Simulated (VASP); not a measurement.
Wanted: the native input for a VASP 6.6.1 run.

```yaml
Task: single point
Functional: r2SCAN
Potentials_or_basis: VASP PAW PBE potentials, release 64 (Na_pv, I)
Cutoff: 520 eV
k_mesh: 6 × 6 × 6
Occupations: gaussian, width 0.05 eV
Spin: no spin polarisation
Dipole_correction: no
Further_INCAR_settings: ALGO = Normal; EDIFF = 1e-06; NBANDS = 14
```

Crystal: NaI.

```
Na I
1.0
     0.00000    3.23640    3.23640
     3.66102    0.00000    3.23640
     3.66102    3.23640    0.00000
Na I
1 1
Direct
  0.00000 0.00000 0.00000
  0.50000 0.50000 0.50000
```

This cell differs from its parent crystal: strain +0.1312 x Voigt [1, 0, 0, 0, 0, 0].

One way to write it, as run:

POSCAR

```
NaI
1.0
    0.0000000000      3.2364000000      3.2364000000
    3.6610156800      0.0000000000      3.2364000000
    3.6610156800      3.2364000000      0.0000000000
Na I
1 1
Direct
    0.0000000000      0.0000000000      0.0000000000
    0.5000000000      0.5000000000      0.5000000000
```

INCAR.step1

```
PREC = Accurate
ENCUT = 520
ISMEAR = 0
SIGMA = 0.05
LREAL = F
LASPH = T
NELM = 60
NBANDS = 14
GGA = PE
ALGO = Normal
EDIFF = 1E-4
LWAVE = T
LCHARG = F
```

INCAR.step2

```
PREC = Accurate
ENCUT = 520
EDIFF = 1E-6
ISMEAR = 0
SIGMA = 0.05
LREAL = F
LASPH = T
NELM = 60
ALGO = Normal
ISIF = 2
LWAVE = F
LCHARG = F
METAGGA = R2SCAN
LMIXTAU = T
NBANDS = 14
ISTART = 1
```

KPOINTS

```
Automatic mesh
0
Gamma
  6 6 6
```

Potentials or basis: VASP PAW PBE potentials, release 64 (Na_pv, I).

Command:

```sh
$ cat potpaw_PBE.64/Na_pv/POTCAR potpaw_PBE.64/I/POTCAR > POTCAR
$ cp INCAR.step1 INCAR
$ mpirun -np 1 vasp_std > vasp.out
$ cp INCAR.step2 INCAR
$ mpirun -np 1 vasp_std > vasp.out
```

Results of the run:

- Pressure: -1.3 GPa
- Band gap on the k mesh: 4.09 eV

Caveat: the cell differs from its parent crystal (strain +0.1312 x Voigt [1, 0, 0, 0, 0, 0]); the PAW data sets were made with another functional, which shifts forces and pressure a little; spin-orbit coupling is left out, which moves the levels of the heavy elements.

Run time: 2.1 min on 1 thread of Intel Xeon 8259CL, on a shared host, peak memory 0.23 GiB.
